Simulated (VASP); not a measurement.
Write the native input for VASP 6.6.1 that does the following.

```yaml
Task: relaxation of volume and atoms at fixed shape
Functional: LDA
Potentials_or_basis: VASP PAW LDA potentials, release 64 (Mg)
Cutoff: 600 eV
k_mesh: 6 × 6 × 4
Occupations: methfessel-paxton, width 0.05 eV
Spin: no spin polarisation
Dipole_correction: no
Further_INCAR_settings: ALGO = Normal; EDIFF = 1e-06; IBRION = 2; EDIFFG = -0.03; NSW = 80; ISIF = 8
```

The structure of Mg lies in POSCAR:

```
Mg
1.0
    3.2093000000      0.0000000000      0.0000000000
   -1.6046500000      2.7793350000      0.0000000000
    0.0000000000      0.0000000000      5.2103000000
Mg
2
Direct
    0.3333333333      0.6666666667      0.2500000000
    0.6666666667      0.3333333333      0.7500000000
```

One way to write it, as run:

INCAR

```
SYSTEM = Mg
PREC = Accurate
ENCUT = 600
EDIFF = 1E-6
ISMEAR = 1
SIGMA = 0.05
LREAL = .FALSE.
LASPH = .TRUE.
NELM = 80
ALGO = Normal
ISIF = 8
LWAVE = .FALSE.
LCHARG = .FALSE.
IBRION = 2
NSW = 80
EDIFFG = -0.03
```

KPOINTS

```
Automatic mesh
0
G
  6 6 4
  0 0 0
```

Potentials or basis: VASP PAW LDA potentials, release 64 (Mg).

The run is started by

```console
$ cat potpaw_LDA.64/Mg/POTCAR > POTCAR
$ mpirun -np 1 vasp_std > vasp.out
```

It gave:

```json
{
  "Relaxed volume": "21.46 Å³/atom",
  "Relaxed cell": "a = 3.125 Å, b = 3.125 Å, c = 5.074 Å, α = 90.00°, β = 90.00°, γ = 120.00°",
  "Space group after relaxing (to 0.1 Å)": "P6_3/mmc (No. 194)",
  "Energy gained by relaxing": "17.0 meV/atom",
  "Ionic steps": "3",
  "Pressure after relaxing": "0.0 GPa",
  "Band gap on the k mesh": "zero (bands 2 and 3 overlap by 1.59 eV)"
}
```

Caveat: the k points lie up to 0.39 Å⁻¹ apart in the final cell, too coarse for converged energies and pressures of a metal.

It took 19 s on 1 thread of Intel Xeon 8259CL, on a shared host, peak memory 0.16 GiB.
